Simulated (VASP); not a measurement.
# AgBr (Fm-3m) in VASP: a series of runs

AgBr is run at these levels: HSE06, r2SCANh, PBE0; tasks: single point.

Program: VASP 6.6.1. These are calculated values, not measurements. Logs are shortened: lines on timing, memory, paths and dates and some standing lists are left out, and cuts for length are marked.

### Step 1. The cell of the first run

Symmetry: Fm-3m, No. 225, cubic system. Conventional cell: a = 5.830 Å, b = 5.830 Å, c = 5.830 Å, α = 90.00°, β = 90.00°, γ = 90.00°. Within 3.8 Å of Ag (site symmetry m-3m) lie 6 Br at 2.92 Å. Br (site symmetry m-3m) has 6 Ag at 2.92 Å within 3.8 Å.

### Step 2. Single point, HSE06

File POSCAR:

```
AgBr
1.0
    0.0000000000      2.9152202000      2.9152202000
    2.9152202000      0.0000000000      2.9152202000
    2.9152202000      2.9152202000      0.0000000000
Ag Br
1 1
Direct
    0.0000000000      0.0000000000      0.0000000000
    0.5000000000      0.5000000000      0.5000000000
```

File INCAR.step1:

```
ALGO = Normal
EDIFF = 1E-5
ENCUT = 400
GGA = PE
GGA_COMPAT = F
ISIF = 2
ISMEAR = -1
LASPH = T
LCHARG = F
LREAL = F
LWAVE = T
NBANDS = 16
NELM = 120
PREC = Accurate
SIGMA = 0.02
```

File INCAR.step2:

```
ALGO = Normal
EDIFF = 1E-6
ENCUT = 400
GGA = PE
GGA_COMPAT = F
HFSCREEN = 0.2079
ISIF = 2
ISMEAR = -1
ISTART = 1
LASPH = T
LCHARG = F
LHFCALC = T
LREAL = F
LWAVE = F
NBANDS = 16
NELM = 120
PREC = Accurate
PRECFOCK = Normal
SIGMA = 0.02
```

File KPOINTS:

```
k-points
0
Gamma
  6 6 6
```

Potentials or basis: VASP PAW PBE potentials, release 64 (Ag, Br).

Started as:

```sh
> cat potpaw_PBE.64/Ag/POTCAR potpaw_PBE.64/Br/POTCAR > POTCAR
> cp INCAR.step1 INCAR
> mpirun -np 1 vasp_std > vasp.out
> cp INCAR.step2 INCAR
> mpirun -np 1 vasp_std > vasp.out
```

OUTCAR:

```text
EDIFF = 1E-6
   ENCUT = 400
   GGA = PE
   HFSCREEN = 0.2079
   ISIF = 2
   ISMEAR = -1
   ISTART = 1
   LASPH = T
   LHFCALC = T
   LREAL = F
   NELM = 120
   PREC = Accurate
   PRECFOCK = Normal

 ion  position               nearest neighbor table
   1  0.000  0.000  0.000-   2 2.92   2 2.92   2 2.92   2 2.92   2 2.92   2 2.92
   2  0.500  0.500  0.500-   1 2.92   1 2.92   1 2.92   1 2.92   1 2.92   1 2.92

  LATTYP: Found a face centered cubic cell.
 ALAT       =     5.8304404000

  Lattice vectors:

 A1 = (   0.0000000000,   2.9152202000,   2.9152202000)
 A2 = (   2.9152202000,   0.0000000000,   2.9152202000)
 A3 = (   2.9152202000,   2.9152202000,   0.0000000000)

Analysis of symmetry for initial positions (statically):
=====================================================================
 Subroutine PRICEL returns:
 Original cell was already a primitive cell.

 Routine SETGRP: Setting up the symmetry group for a
 face centered cubic supercell.

 Subroutine GETGRP returns: Found 48 space group operations
 (whereof 48 operations were pure point group operations)
 out of a pool of 48 trial point group operations.

The static configuration has the point symmetry O_h .

Analysis of symmetry for dynamics (positions and initial velocities):
=====================================================================
 Subroutine PRICEL returns:
 Original cell was already a primitive cell.

 Routine SETGRP: Setting up the symmetry group for a
 face centered cubic supercell.

 Subroutine GETGRP returns: Found 48 space group operations
 (whereof 48 operations were pure point group operations)
 out of a pool of 48 trial point group operations.

The dynamic configuration has the point symmetry O_h .

 Subroutine INISYM returns: Found 48 space group operations
 (whereof 48 operations are pure point group operations),
 and found     1 'primitive' translations

----------------------------------------------------------------------------------------

                                     Primitive cell

  volume of cell :      49.5500

  direct lattice vectors                    reciprocal lattice vectors
     0.000000000  2.915220200  2.915220200    -0.171513630  0.171513630  0.171513630
     2.915220200  0.000000000  2.915220200     0.171513630 -0.171513630  0.171513630
     2.915220200  2.915220200  0.000000000     0.171513630  0.171513630 -0.171513630

  length of vectors
     4.122743944  4.122743944  4.122743944     0.297070322  0.297070322  0.297070322

  position of ions in fractional coordinates (direct lattice)
     0.000000000  0.000000000  0.000000000
     0.500000000  0.500000000  0.500000000

  ion indices of the primitive-cell ions
   primitive index   ion index
                 1           1
                 2           2

----------------------------------------------------------------------------------------

 KPOINTS: k-points

Automatic generation of k-mesh.
 Grid dimensions read from file:
 generate k-points for:    6    6    6

 Generating k-lattice:

  Cartesian coordinates                     Fractional coordinates (reciprocal lattice)
    -0.028585605  0.028585605  0.028585605     0.166666667  0.000000000  0.000000000
     0.028585605 -0.028585605  0.028585605     0.000000000  0.166666667  0.000000000
     0.028585605  0.028585605 -0.028585605     0.000000000  0.000000000  0.166666667

  Length of vectors
     0.049511720  0.049511720  0.049511720

  Shift w.r.t. Gamma in fractional coordinates (k-lattice)
     0.000000000  0.000000000  0.000000000

 Subroutine IBZKPT returns following result:
 ===========================================

 Found     16 irreducible k-points:

 Following reciprocal coordinates:
            Coordinates               Weight
  0.000000  0.000000  0.000000      1.000000
  0.166667  0.000000  0.000000      8.000000
  0.333333  0.000000  0.000000      8.000000
  0.500000  0.000000  0.000000      4.000000
  0.166667  0.166667  0.000000      6.000000
  0.333333  0.166667  0.000000     24.000000
[... 8 lines left out ...]
 -0.333333  0.333333  0.166667     24.000000
 -0.333333  0.500000  0.166667     12.000000
   k-points           NKPTS =     16   k-points in BZ     NKDIM =    216   number of bands    NBANDS=     16
   number of dos      NEDOS =    301   number of ions     NIONS =      2
   total plane-waves  NPLWV =  21952
   dimension x,y,z NGX =    28 NGY =   28 NGZ =   28
   dimension x,y,z NGXF=    56 NGYF=   56 NGZF=   56
   ions per type =               1   1
   NGX,Y,Z   is equivalent  to a cutoff of  11.29, 11.29, 11.29 a.u.
   NGXF,Y,Z  is equivalent  to a cutoff of  22.58, 22.58, 22.58 a.u.
 SYSTEM =  unknown system
   PREC   = accura    normal or accurate (medium, high low for compatibility)
   ISTART =      1    job   : 0-new  1-cont  2-samecut
   ICHARG =      0    charge: 1-file 2-atom 10-const
   ISPIN  =      1    spin polarized calculation?
   LNONCOLLINEAR =      F non collinear calculations
   LSORBIT =      F    spin-orbit coupling
   LASPH  =      T    aspherical Exc in radial PAW
   ENCUT  =  400.0 eV  29.40 Ry    5.42 a.u.   6.72  6.72  6.72*2*pi/ulx,y,z
   NELM   =    120;   NELMIN=  2; NELMDL=  0     # of ELM steps
   EDIFF  = 0.1E-05   stopping-criterion for ELM
   LREAL  =      F    real-space projection
   EDIFFG = 0.1E-04   stopping-criterion for IOM
   NSW    =      0    number of steps for IOM
   IBRION =     -1    ionic relax: 0-MD 1-quasi-New 2-CG
   NFREE  =      0    steps in history (QN), initial steepest desc. (CG)
   ISIF   =      2    stress and relaxation
   ISYM   =      3    0-nonsym 1-usesym 2-fastsym
   POTIM  = 0.5000    time-step for ionic-motion
   TEBEG  =    0.0;   TEEND  =   0.0 temperature during run
   PSTRESS=    0.0 pullay stress
   NELECT =      18.0000    total number of electrons
   NUPDOWN=      -1.0000    fix difference up-down
   EMIN   =  10.00;   EMAX   =-10.00  energy-range for DOS
   EFERMI =   0.00;   METHOD = LEGACY
   ISMEAR =    -1;   SIGMA  =   0.02  broadening in eV -4-tet -1-fermi 0-gaus
   EFERMI_NEDOS =   21; number of points for ismear=-14 and -15
   IALGO  =     38    algorithm
   IMIX   =      1    mixing-type and parameters
     AMIX     =   0.40;   BMIX     =  1.00
     AMIX_MAG =   1.60;   BMIX_MAG =  1.00
  volume/ion in A,a.u.               =      24.78       167.19
  Fermi-wavevector in a.u.,A,eV,Ry     =   1.168112  2.207411 18.564939  1.364484
  Thomas-Fermi vector in A             =   2.304603
   LORBIT       =      0    0 simple, 1 ext, 2 COOP (PROOUT), +10 PAW based schemes
   GGA     = PE    functional components
   LHFCALC =     T    Hartree Fock is set to
   PRECFOCK=normal    Normal, Fast or Accurate (Low or Medium for compatibility)
   ENCUT4O =  -1.0   cutoff for four orbital integrals eV
   NKREDX  =     1    reduce k-point grid by
   NKREDY  =     1    reduce k-point grid by
   NKREDZ  =     1    reduce k-point grid by
   AEXX    =    0.2500 exact exchange contribution
   HFSCREEN=    0.2079 screening length (either q_TF or 0.3 A-1)
   HFSCREENC=   0.2079 screening length for correlation (either q_TF or 0.3 A-1)
   ENCUTFOCK=  -1.0 apply spherical cutoff to Coloumb kernel
   IVDW    =     0    specifies the selected vdW correction
   LEPSILON=     F    determine dielectric tensor
   LRPA    =     F    only Hartree local field effects (RPA)
 non-spin polarized calculation
  energy-cutoff  :      400.00
  volume of cell :       49.55
 maximum number of plane-waves:       934
  NGX = 24; NGY = 24; NGZ = 24

 number of electron      17.9999993 magnetization

 Free energy of the ion-electron system (eV)
  ---------------------------------------------------
  ext. energy  EPLUGINS =         0.00000000
  ---------------------------------------------------
  free energy    TOTEN  =        -6.10245769 eV

  energy without entropy =       -6.10245769  energy(sigma->0) =       -6.10245769

 E-fermi :   2.6434     XC(G=0):  -7.9539

 val. band max:        2.1425641091   @ k =   0.5000   0.0000   0.0000
 cond. band min:       4.1582534386   @ k =   0.0000   0.0000   0.0000
 fundamental gap:      2.0156893295
 Fermi energy:         2.6433526351

 k-point     1 :       0.0000    0.0000    0.0000
  band No.  band energies     occupation
      1     -13.6521      2.00000
      2      -1.0184      2.00000
      3      -1.0184      2.00000
      4      -0.9865      2.00000
      5      -0.9865      2.00000
      6      -0.9865      2.00000
[... 8 lines left out ...]
     15      15.5424      0.00000
     16      15.5424      0.00000

 k-point     2 :       0.1667    0.0000    0.0000
  band No.  band energies     occupation
      1     -13.5502      2.00000
      2      -1.4527      2.00000
      3      -1.4527      2.00000
      4      -1.3376      2.00000
      5      -0.9243      2.00000
      6      -0.9243      2.00000
[... 8 lines left out ...]
     15      14.5660      0.00000
     16      14.8736      0.00000

 k-point     3 :       0.3333    0.0000    0.0000
  band No.  band energies     occupation
      1     -13.3335      2.00000
      2      -2.4220      2.00000
      3      -1.9886      2.00000
      4      -1.9886      2.00000
      5      -0.7899      2.00000
      6      -0.7899      2.00000
[... 8 lines left out ...]
     15      15.6767      0.00000
     16      15.6767      0.00000

 k-point     4 :       0.5000    0.0000    0.0000
  band No.  band energies     occupation
      1     -13.2177      2.00000
      2      -2.9331      2.00000
      3      -2.1909      2.00000
      4      -2.1909      2.00000
      5      -0.7209      2.00000
      6      -0.7209      2.00000
[... 8 lines left out ...]
     15      16.9251      0.00000
     16      16.9251      0.00000
[... 172 lines left out ...]
 k-point    14 :       0.5000    0.3333    0.1667
  band No.  band energies     occupation
      1     -13.2342      2.00000
      2      -2.4064      2.00000
      3      -1.9438      2.00000
      4      -1.5059      2.00000
      5      -0.7954      2.00000
      6      -0.7258      2.00000
[... 8 lines left out ...]
     15      17.5236      0.00000
     16      18.8098      0.00000

 k-point    15 :      -0.3333    0.3333    0.1667
  band No.  band energies     occupation
      1     -13.1718      2.00000
      2      -2.2945      2.00000
      3      -1.9202      2.00000
      4      -1.8784      2.00000
      5      -0.7612      2.00000
      6      -0.6926      2.00000
[... 8 lines left out ...]
     15      16.4353      0.00000
     16      18.3559      0.00000

 k-point    16 :      -0.3333    0.5000    0.1667
  band No.  band energies     occupation
      1     -13.1639      2.00000
      2      -1.9082      2.00000
      3      -1.8108      2.00000
      4      -1.5204      2.00000
      5      -0.6392      2.00000
      6      -0.6267      2.00000
[... 8 lines left out ...]
     15      17.3322      0.00000
     16      18.5822      0.00000

------------------------ aborting loop because EDIFF is reached ----------------------------------------

  FORCE on cell =-STRESS in cart. coord.  units (eV):
  Direction    XX          YY          ZZ          XY          YZ          ZX
  --------------------------------------------------------------------------------------
  -------------------------------------------------------------------------------------
  Total       -0.0990345     -0.0990345     -0.0990345      0.0000000      0.0000000     -0.0000000
  in kB       -3.2022349     -3.2022349     -3.2022349      0.0000000      0.0000000     -0.0000000
  external PRESSURE =      -3.2022349 kB  Pullay stress =       0.0000000 kB

 VOLUME and BASIS-vectors are now :
 -----------------------------------------------------------------------------
  energy-cutoff  :      400.00
  volume of cell :       49.55
      direct lattice vectors                 reciprocal lattice vectors
     0.000000000  2.915220200  2.915220200    -0.171513630  0.171513630  0.171513630
     2.915220200  0.000000000  2.915220200     0.171513630 -0.171513630  0.171513630
     2.915220200  2.915220200  0.000000000     0.171513630  0.171513630 -0.171513630

 POSITION                                       TOTAL-FORCE (eV/Angst)
 -----------------------------------------------------------------------------------
      0.00000      0.00000      0.00000        -0.000000      0.000000     -0.000000
      2.91522      2.91522      2.91522         0.000000     -0.000000      0.000000
 -----------------------------------------------------------------------------------
    total drift:                                0.000070      0.000072      0.000070

  FREE ENERGIE OF THE ION-ELECTRON SYSTEM (eV)
  ---------------------------------------------------
  free  energy   TOTEN  =        -6.1024576857 eV

  energy  without entropy=       -6.1024576857  energy(sigma->0) =       -6.10245769
```

Run time: 71 min. Hardware: 1 thread of Intel Xeon 8259CL, shared host; peak memory 0.29 GiB.

What came out:

| Quantity | Value |
| --- | --- |
| Free energy | -6.1025 eV |
| Pressure | -0.3 GPa |
| Band gap on the k mesh | 2.02 eV (least direct gap 3.68 eV) |

Caveat: the PAW data sets were made with another functional, which shifts forces and pressure a little. A k mesh can miss the band edges.

[end of part 1 of 2]
